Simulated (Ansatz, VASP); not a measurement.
## SnO: VASP beside Ansatz

```
CELL_PARAMETERS angstrom
3.06694 0.00000 0.00000
0.00000 5.27711 0.00000
0.00000 0.00000 3.89416
ATOMIC_POSITIONS crystal
Sn 0.00000 0.23379 0.52617
Sn 0.50000 0.76621 0.02617
O 0.00000 0.88536 0.72383
O 0.50000 0.11464 0.22383
```

Change from the starting cell: strain -0.0750 x Voigt [1, 1, 0, 0, 0, 0], atoms carried along.

Alike in both runs: task single point; functional PBEsol; k mesh 8 × 6 × 8; occupations gaussian, width 0.05 eV; no spin polarisation.

|  | VASP | Ansatz |
| --- | --- | --- |
| version | VASP 6.6.1 | Ansatz 0.2.0 |
| potentials or method | VASP PAW PBE potentials, release 64 (Sn_d, O), cutoff 520 eV | scalar-relativistic, plane waves, PAW |
| valence electrons in the cell | 40 | 40 |

Ansatz gave:

* gap on the k mesh at the Fermi level (eV): 0.93
* least direct gap on the mesh (eV): 1.16
* pressure (GPa): 21.7
* traceless stress, the component that is largest in VASP (GPa): -4.85
* rms of the force components (eV/Å): 1.352

**Question.** Estimate VASP's values.

**Answer.** gap on the k mesh at the Fermi level (eV): 0.91; least direct gap on the mesh (eV): 1.15; pressure (GPa): 22.1; traceless stress, the component that is largest in VASP (GPa): -4.90; rms of the force components (eV/Å): 1.401.

VASP's potentials were made for PBE, not for PBEsol. Atom by atom the forces differ by 0.051 eV/Å (rms over components).
